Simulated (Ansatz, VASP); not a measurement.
One calculation of Si3S2, two programs

```xyz
5
Lattice="3.8748 0.2274 0.5606 -1.7049 4.8370 -0.6275 0.6979 -0.4738 5.1368" Properties=species:S:1:pos:R:3 pbc="T T T"
Si    0.0000   -0.0001    0.0001
Si    1.1586    3.4181    3.7009
Si    1.7092    1.1725    1.3691
S     1.2038    3.3777    1.4215
S     1.6641    1.2129    3.6484
```

Change from the starting cell: anti-A-type sesquioxide type (P-3m1, No. 164); cell x1, atoms moved at random (sigma 0.1 Å) and cell strained at random (1.5 %), then relaxed without symmetry.

Alike in both runs: functional PBE; k mesh 6 × 6 × 4; occupations gaussian, width 0.1 eV; no spin polarisation.

Ansatz relaxed the structure, and its values are those at the end. VASP's run is a single point on that final structure, the one shown.

|  | VASP | Ansatz |
| --- | --- | --- |
| version | VASP 6.6.1 | Ansatz 0.2.0 |
| potentials or method | VASP PAW PBE potentials, release 64 (Si, S), cutoff 520 eV | scalar-relativistic, plane waves, PAW |
| valence electrons in the cell | 24 | 24 |

|  | VASP | Ansatz | Ansatz less VASP |
| --- | --- | --- | --- |
| gap on the k mesh at the Fermi level (eV) | none | none | - |
| pressure (GPa) | -0.1 | 0.0 | +0.11 |
| rms of the force components (eV/Å) | 0.013 | 0.005 | -0.0075 |

A gap of «none» marks a metal or a gap that the smearing closes. With one functional, cell and mesh, what is left measures potentials, basis and numerics.
